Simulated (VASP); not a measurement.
Input of a VASP 6.6.1 run:

Contents of INCAR:

```
PREC = Accurate
ENCUT = 520
EDIFF = 1E-6
ISMEAR = -1
SIGMA = 0.02
LREAL = F
LASPH = T
NELM = 100
ALGO = Normal
ISIF = 2
LWAVE = F
LCHARG = T
GGA = CA
LELF = T
LVHAR = T
NBANDS = 16
```

Contents of KPOINTS:

```
Automatic mesh
0
Gamma
  8 8 8
```

File POSCAR:

```
BiB
1.0
    0.0000000000      2.7052361793      2.7052361793
    2.7052361793      0.0000000000      2.7052361793
    2.7052361793      2.7052361793      0.0000000000
B Bi
1 1
Direct
    0.0000000000      0.0000000000      0.0000000000
    0.2500000000      0.2500000000      0.2500000000
```

Potentials or basis: VASP PAW LDA potentials, release 64 (B, Bi_d).

Launch:

```bash
$ cat potpaw_LDA.64/B/POTCAR potpaw_LDA.64/Bi_d/POTCAR > POTCAR
$ mpirun -np 1 vasp_std > vasp.out
```

(1) Predict the pressure.

(2) Predict the band gap on the k mesh.

## Answers

(1) 0.0 GPa.

(2) 0.60 eV (least direct gap 0.70 eV).

Caveat: spin-orbit coupling is left out, which moves the levels of the heavy elements.
